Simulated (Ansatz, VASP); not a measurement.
One calculation of Al3N4, two programs

INCAR

```
SYSTEM = Al3N4
PREC     = Accurate       ! precision mode
ENCUT    = 520            ! plane-wave cutoff, eV
EDIFF    = 1E-7           ! SCF threshold, eV
ISMEAR   = 0              ! smearing method
SIGMA    = 0.1            ! smearing width, eV
LREAL    = .False.        ! projectors in reciprocal space
LASPH    = .True.         ! aspherical terms in the spheres
NELM     = 80             ! most SCF steps
ALGO     = Normal         ! electronic algorithm
ISIF     = 2              ! what is computed and relaxed
LWAVE    = .False.        ! write WAVECAR
LCHARG   = .False.        ! write CHGCAR
GGA      = PE             ! functional
NBANDS   = 24             ! bands
```

The input KPOINTS:

```
Automatic mesh
0
Gamma
  6 6 6
  0 0 0
```

POSCAR

```
Al3N4
1.0
    1.5587658482      0.8999538821      9.1621087903
   -1.5587658482      0.8999538821      9.1621087903
    0.0000000000     -1.7999077641      9.1621087903
Al N
3 4
Direct
    0.0000000000      0.0000000000      0.0000000000
    0.5714000000      0.5714000000      0.5714000000
    0.4286000000      0.4286000000      0.4286000000
    0.8571000000      0.8571000000      0.8571000000
    0.1429000000      0.1429000000      0.1429000000
    0.7143000000      0.7143000000      0.7143000000
    0.2857000000      0.2857000000      0.2857000000
```

Input for Ansatz:

```yaml
crystal:
  lattice:
    - [1.5587658482, 0.8999538821, 9.1621087903]
    - [-1.5587658482, 0.8999538821, 9.1621087903]
    - [0.0, -1.7999077641, 9.1621087903]
  atoms:
    - { symbol: Al, position: [0.0, 0.0, 0.0] }
    - { symbol: Al, position: [0.5714, 0.5714, 0.5714] }
    - { symbol: Al, position: [0.4286, 0.4286, 0.4286] }
    - { symbol: "N", position: [0.8571, 0.8571, 0.8571] }
    - { symbol: "N", position: [0.1429, 0.1429, 0.1429] }
    - { symbol: "N", position: [0.7143, 0.7143, 0.7143] }
    - { symbol: "N", position: [0.2857, 0.2857, 0.2857] }
basis:
  ecutwfc: 420
kpoints:
  mp_grid: { grid: [6, 6, 6] }
hamiltonian:
  xc: pbe
scf:
  occupations: { method: gaussian, width: 0.1 }
  lower_state_search: "off"
output:
  forces: true
  stress: true
  eigenvalues: true
```

Alike in both runs: task single point; functional PBE; k mesh 6 × 6 × 6; occupations gaussian, width 0.1 eV; no spin polarisation.

|  | VASP | Ansatz |
| --- | --- | --- |
| version | VASP 6.6.1 | Ansatz 0.2.0 |
| potentials or method | VASP PAW PBE potentials, release 64 (Al, N), cutoff 520 eV | scalar-relativistic, plane waves, PAW |
| valence electrons in the cell | 29 | 29 |

```tsv
	VASP	Ansatz	Ansatz less VASP
gap on the k mesh at the Fermi level (eV)	none	none	-
rms of the force components (eV/Å)	0.650	0.650	-0.0001
```

Atom by atom the forces differ by 0.001 eV/Å (rms over components). A gap of «none» marks a metal or a gap that the smearing closes.

The k mesh is coarse, so the values compare programs but aren't converged.
